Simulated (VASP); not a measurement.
A run of VASP 6.6.1 is set up as follows.

INCAR

```
SYSTEM = Rb
PREC     = Accurate       ! precision mode
ENCUT    = 520            ! plane-wave cutoff, eV
EDIFF    = 1E-7           ! SCF threshold, eV
ISMEAR   = -1             ! smearing method
SIGMA    = 0.1            ! smearing width, eV
LREAL    = .False.        ! projectors in reciprocal space
LASPH    = .True.         ! aspherical terms in the spheres
NELM     = 80             ! most SCF steps
ALGO     = Normal         ! electronic algorithm
ISIF     = 2              ! what is computed and relaxed
LWAVE    = .False.        ! write WAVECAR
LCHARG   = .True.         ! write CHGCAR
GGA      = PE             ! functional
LELF     = .True.         ! ELF
LVHAR    = .True.       
NBANDS   = 16             ! bands
```

The input KPOINTS:

```
regular mesh
0
Gamma
  9 9 9
  0 0 0
```

File POSCAR:

```
Rb
1.0
    0.0000000000      5.1979609271      5.1979609271
    5.1979609271      0.0000000000      5.1979609271
    5.1979609271      5.1979609271      0.0000000000
Rb
2
Direct
    0.1250000000      0.1250000000      0.1250000000
    0.8750000000      0.8750000000      0.8750000000
```

Potentials or basis: VASP PAW PBE potentials, release 64 (Rb_sv).

Command:

```sh
$ cat potpaw_PBE.64/Rb_sv/POTCAR > POTCAR
$ mpirun -np 1 vasp_std > vasp.out
```

Predict the pressure.

0.0 GPa.
